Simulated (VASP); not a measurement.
Mn: single point with revPBE

Crystal: Mn.

```
CELL_PARAMETERS angstrom
-1.39702 1.69959 1.24612
1.69959 -1.39702 1.24612
2.84783 2.84783 -0.69197
ATOMIC_POSITIONS crystal
Mn 0.04169 0.95831 0.00000
Mn 0.70831 0.29169 0.50000
```

This isn't the form of Mn at room conditions, which is a 58-atom cubic cell.

* Program: VASP 6.6.1
* Task: single point
* Functional: revPBE
* Potentials or basis: VASP PAW PBE potentials, release 64 (Mn_pv)
* Cutoff: 520 eV
* k mesh: 16 × 16 × 9
* Occupations: fermi-dirac, width 0.1 eV
* Spin: no spin polarisation
* Dipole correction: no
* Further INCAR settings: ALGO = Normal; EDIFF = 1e-06; NBANDS = 20

```json
{
  "Pressure": "-9.5 GPa",
  "Band gap on the k mesh": "zero (bands 13 and 14 overlap by 1.81 eV)"
}
```

Stress tensor (GPa, compression positive):
```
-9.56 -0.07  0.02
-0.07 -9.56  0.02
 0.02  0.02 -9.52
```

Levels at points of the mesh, in eV from the Fermi level:
```tsv
k point	band 11	band 12	band 13	band 14	band 15	band 16
(0.00, 0.00, 0.00)	-0.88	-0.44	-0.44	0.04	0.04	0.66
(0.50, 0.00, 0.00)	-1.07	-0.87	-0.39	1.67	1.82	1.87
(0.50, 0.50, 0.00)	-1.07	-0.87	-0.39	1.67	1.82	1.87
```

Run time: 4.1 min on 1 thread of AMD EPYC 7R43 64-Core Processor (Zen 3), with other jobs on the host, peak memory 0.28 GiB.

Caveat: the cell stands under tension; the PAW data sets were made with another functional, which shifts forces and pressure a little; the run has no spin polarisation, though such a crystal can be magnetic. Spin polarisation is off, so any magnetic state and its effect on volume and gap are missing.
